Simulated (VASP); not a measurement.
# InSb (F-43m) in VASP: notebook

Aim: see how the results for InSb move with the level of theory and the settings. Levels: r2SCAN, HSE06. Tasks: single point.

All numbers are computed with VASP 6.6.1; they aren't measurements. Logs are shortened: lines on timing, memory, paths and dates and some standing lists are left out, and cuts for length are marked.

## (1) The cell of the first run

The structure is cubic, space group F-43m (No. 216). The conventional cell has a = 6.559 Å, b = 6.559 Å, c = 6.559 Å, α = 90.00°, β = 90.00°, γ = 90.00°. Within 3.7 Å of In (site symmetry -43m) lie 4 Sb at 2.84 Å. Sb (site symmetry -43m) has 4 In at 2.84 Å within 3.7 Å.

## (2) Single point, r2SCAN, non-collinear spin, zero start, spin-orbit coupling

The input, POSCAR:

```
InSb
1.0
    0.0000000000      3.2795130175      3.2795130175
    3.2795130175      0.0000000000      3.2795130175
    3.2795130175      3.2795130175      0.0000000000
In Sb
1 1
Direct
    0.0000000000      0.0000000000      0.0000000000
    0.2500000000      0.2500000000      0.2500000000
```

The input, INCAR.step1:

```
SYSTEM = InSb
PREC     = Accurate       ! precision mode
ENCUT    = 520            ! plane-wave cutoff, eV
ISMEAR   = -1             ! smearing method
SIGMA    = 0.02           ! smearing width, eV
LREAL    = .False.        ! projectors in reciprocal space
LASPH    = .True.         ! aspherical terms in the spheres
NELM     = 150            ! most SCF steps
LNONCOLLINEAR= .True.         ! non-collinear magnetism
MAGMOM   = 0 0 0 0 0 0    ! initial moments
LSORBIT  = .True.         ! spin-orbit coupling
GGA_COMPAT= .False.      
NBANDS   = 30             ! bands
GGA      = PE             ! functional
ALGO     = Normal         ! electronic algorithm
EDIFF    = 1E-4           ! SCF threshold, eV
LWAVE    = .True.         ! write WAVECAR
LCHARG   = .False.        ! write CHGCAR
```

The input, INCAR.step2:

```
SYSTEM = InSb
PREC     = Accurate       ! precision mode
ENCUT    = 520            ! plane-wave cutoff, eV
EDIFF    = 1E-6           ! SCF threshold, eV
ISMEAR   = -1             ! smearing method
SIGMA    = 0.02           ! smearing width, eV
LREAL    = .False.        ! projectors in reciprocal space
LASPH    = .True.         ! aspherical terms in the spheres
NELM     = 150            ! most SCF steps
ALGO     = Normal         ! electronic algorithm
ISIF     = 2              ! what is computed and relaxed
LWAVE    = .False.        ! write WAVECAR
LCHARG   = .False.        ! write CHGCAR
LNONCOLLINEAR= .True.         ! non-collinear magnetism
MAGMOM   = 0 0 0 0 0 0    ! initial moments
LORBIT   = 11             ! projections on sites
LSORBIT  = .True.         ! spin-orbit coupling
GGA_COMPAT= .False.      
LORBMOM  = .True.       
METAGGA  = R2SCAN         ! meta-GGA
LMIXTAU  = .True.       
NBANDS   = 30             ! bands
ISTART   = 1
```

The input, KPOINTS:

```
regular mesh
0
Gamma
  6 6 6
  0 0 0
```

Potentials or basis: VASP PAW PBE potentials, release 64 (In_d, Sb).

The run is started by

```
$ cat potpaw_PBE.64/In_d/POTCAR potpaw_PBE.64/Sb/POTCAR > POTCAR
$ cp INCAR.step1 INCAR
$ mpirun -np 1 vasp_ncl > vasp.out
$ cp INCAR.step2 INCAR
$ mpirun -np 1 vasp_ncl > vasp.out
```

OUTCAR:

```text
SYSTEM = InSb
   PREC = Accurate
   ENCUT = 520
   EDIFF = 1E-6
   ISMEAR = -1
   LREAL = .False.
   LASPH = .True.
   NELM = 150
   ISIF = 2
   LNONCOLLINEAR = .True.
   LORBIT = 11
   LSORBIT = .True.
   METAGGA = R2SCAN
   ISTART = 1

 ion  position               nearest neighbor table
   1  0.000  0.000  0.000-   2 2.84   2 2.84   2 2.84   2 2.84
   2  0.250  0.250  0.250-   1 2.84   1 2.84   1 2.84   1 2.84

  LATTYP: Found a face centered cubic cell.
 ALAT       =     6.5590260350

  Lattice vectors:

 A1 = (   0.0000000000,   3.2795130175,   3.2795130175)
 A2 = (   3.2795130175,   0.0000000000,   3.2795130175)
 A3 = (   3.2795130175,   3.2795130175,   0.0000000000)

Analysis of symmetry for initial positions (statically):
=====================================================================
 Subroutine PRICEL returns:
 Original cell was already a primitive cell.

 Routine SETGRP: Setting up the symmetry group for a
 face centered cubic supercell.

 Subroutine GETGRP returns: Found 24 space group operations
 (whereof 24 operations were pure point group operations)
 out of a pool of 48 trial point group operations.

The static configuration has the point symmetry T_d .

Analysis of symmetry for dynamics (positions and initial velocities):
=====================================================================
 Subroutine PRICEL returns:
 Original cell was already a primitive cell.

 Routine SETGRP: Setting up the symmetry group for a
 face centered cubic supercell.

 Subroutine GETGRP returns: Found 24 space group operations
 (whereof 24 operations were pure point group operations)
 out of a pool of 48 trial point group operations.

The dynamic configuration has the point symmetry T_d .

Analysis of structural, dynamic, and magnetic symmetry:
=====================================================================
 Subroutine PRICEL returns:
 Original cell was already a primitive cell.

 Routine SETGRP: Setting up the symmetry group for a
 face centered cubic supercell.

 Subroutine GETGRP returns: Found 24 space group operations
 (whereof 24 operations were pure point group operations)
 out of a pool of 48 trial point group operations.

The overall configuration has the point symmetry T_d .

 Subroutine INISYM returns: Found 24 space group operations
 (whereof 24 operations are pure point group operations),
 and found     1 'primitive' translations

----------------------------------------------------------------------------------------

                                     Primitive cell

  volume of cell :      70.5437

  direct lattice vectors                    reciprocal lattice vectors
[... 892 lines left out ...]
    total drift:                                0.000000      0.000000      0.000000

  FREE ENERGIE OF THE ION-ELECTRON SYSTEM (eV)
  ---------------------------------------------------
  free  energy   TOTEN  =       -48.8446045597 eV

  energy  without entropy=      -48.8443477884  energy(sigma->0) =      -48.84447617

 orbital moment (x)

 # of ion     p       d       tot
 ----------------------------------------
  1         0.000   0.000   0.000
  2        -0.000  -0.000  -0.000
 ----------------------------------------
           -0.000   0.000  -0.000

 orbital moment (y)

 # of ion     p       d       tot
 ----------------------------------------
  1         0.000   0.000   0.000
  2        -0.000  -0.000  -0.000
 ----------------------------------------
           -0.000   0.000  -0.000

 orbital moment (z)

 # of ion     p       d       tot
 ----------------------------------------
  1         0.000  -0.000  -0.000
  2         0.000   0.000   0.000
 ----------------------------------------
            0.000  -0.000  -0.000

 Spin-Orbit-Coupling matrix elements

 Ion:    1  E_soc:     -0.0706177
 l=   1
     0.0000000    -0.0055758    -0.0055758
    -0.0055758     0.0000000    -0.0055758
    -0.0055758    -0.0055758     0.0000000
 l=   2
     0.0000000    -0.0012275     0.0000000    -0.0012275    -0.0049662
    -0.0012275     0.0000000    -0.0037247    -0.0012275    -0.0012416
     0.0000000    -0.0037247     0.0000000    -0.0037247     0.0000000
    -0.0012275    -0.0012275    -0.0037247     0.0000000    -0.0012416
    -0.0049662    -0.0012416     0.0000000    -0.0012416     0.0000000
 l=   3
     0.0000000     0.0000000     0.0000000     0.0000000     0.0000000     0.0000000     0.0000000
     0.0000000     0.0000000     0.0000000     0.0000000     0.0000000     0.0000000     0.0000000
     0.0000000     0.0000000     0.0000000     0.0000000     0.0000000     0.0000000     0.0000000
     0.0000000     0.0000000     0.0000000     0.0000000     0.0000000     0.0000000     0.0000000
     0.0000000     0.0000000     0.0000000     0.0000000     0.0000000     0.0000000     0.0000000
     0.0000000     0.0000000     0.0000000     0.0000000     0.0000000     0.0000000     0.0000000
     0.0000000     0.0000000     0.0000000     0.0000000     0.0000000     0.0000000     0.0000000

 Ion:    2  E_soc:     -0.1225230
 l=   1
     0.0000000    -0.0203357    -0.0203357
    -0.0203357     0.0000000    -0.0203357
    -0.0203357    -0.0203357     0.0000000
 l=   2
     0.0000000    -0.0000340     0.0000000    -0.0000340    -0.0000508
    -0.0000340     0.0000000    -0.0000381    -0.0000340    -0.0000127
     0.0000000    -0.0000381     0.0000000    -0.0000381     0.0000000
    -0.0000340    -0.0000340    -0.0000381     0.0000000    -0.0000127
    -0.0000508    -0.0000127     0.0000000    -0.0000127     0.0000000
 l=   3
     0.0000000     0.0000000     0.0000000     0.0000000     0.0000000     0.0000000     0.0000000
     0.0000000     0.0000000     0.0000000     0.0000000     0.0000000     0.0000000     0.0000000
     0.0000000     0.0000000     0.0000000     0.0000000     0.0000000     0.0000000     0.0000000
     0.0000000     0.0000000     0.0000000     0.0000000     0.0000000     0.0000000     0.0000000
     0.0000000     0.0000000     0.0000000     0.0000000     0.0000000     0.0000000     0.0000000
     0.0000000     0.0000000     0.0000000     0.0000000     0.0000000     0.0000000     0.0000000
     0.0000000     0.0000000     0.0000000     0.0000000     0.0000000     0.0000000     0.0000000

 total charge

# of ion       s       p       d       tot
------------------------------------------
    1        0.859   0.719   9.862  11.440
    2        1.112   1.342   0.019   2.473
--------------------------------------------------
tot          1.971   2.060   9.881  13.913

 magnetization (x)

# of ion       s       p       d       tot
------------------------------------------
    1        0.000   0.000   0.000   0.000
    2       -0.000   0.000  -0.000   0.000
--------------------------------------------------
tot          0.000   0.000   0.000   0.000

 magnetization (y)

# of ion       s       p       d       tot
------------------------------------------
    1        0.000   0.000   0.000   0.000
    2        0.000   0.000   0.000   0.000
--------------------------------------------------
tot          0.000   0.000   0.000   0.000

 magnetization (z)

# of ion       s       p       d       tot
------------------------------------------
    1        0.000  -0.000   0.000   0.000
    2       -0.000   0.000   0.000   0.000
--------------------------------------------------
tot          0.000  -0.000   0.000   0.000
```

OSZICAR.step1:

```text
N       E                     dE             d eps       ncg     rms          rms(c)
DAV:   1     0.149068471300E+03    0.14907E+03   -0.75746E+03  1320   0.121E+03
DAV:   2     0.752761047860E+01   -0.14154E+03   -0.13645E+03  1350   0.331E+02
DAV:   3    -0.652584125023E+01   -0.14053E+02   -0.13850E+02  1648   0.116E+02
DAV:   4    -0.709719080249E+01   -0.57135E+00   -0.57037E+00  1560   0.252E+01
DAV:   5    -0.713206630880E+01   -0.34876E-01   -0.34872E-01  2024   0.568E+00    0.428E+00
DAV:   6    -0.703370999525E+01    0.98356E-01   -0.14639E-01  1906   0.629E+00    0.246E+00
DAV:   7    -0.702181915964E+01    0.11891E-01   -0.69534E-02  2046   0.224E+00    0.135E+00
DAV:   8    -0.702248057240E+01   -0.66141E-03   -0.33158E-03  1552   0.431E-01    0.513E-01
DAV:   9    -0.702330287172E+01   -0.82230E-03   -0.27204E-03  1716   0.670E-01    0.154E-01
DAV:  10    -0.702364885364E+01   -0.34598E-03   -0.36714E-04  1506   0.240E-01    0.493E-02
DAV:  11    -0.702379040354E+01   -0.14155E-03   -0.18200E-04  1270   0.717E-02    0.232E-02
DAV:  12    -0.702379350317E+01   -0.30996E-05   -0.67774E-06  1056   0.287E-02
   1 F= -.70237935E+01 E0= -.70236651E+01  d E =-.256789E-03  mag=    -0.0000     0.0000    -0.0000
```

Wall time 3.9 min (1 thread of Intel Xeon 6975P-C (Granite Rapids), shared host); peak memory 0.49 GiB.

Results:

```yaml
Free_energy: -48.8446 eV
Pressure: 0.0 GPa
Net_moment: 0.00 μB per cell
Valence_electrons_inside_the_program's_atomic_spheres: In 11.44; Sb 2.47
```

Moments on the atoms (μB; x, y, z):
```
In  0.00 0.00 0.00
Sb  0.00 0.00 0.00
```

Caveat: the PAW data sets were made with another functional, which shifts forces and pressure a little.

(Continued in part 2 of 2.)
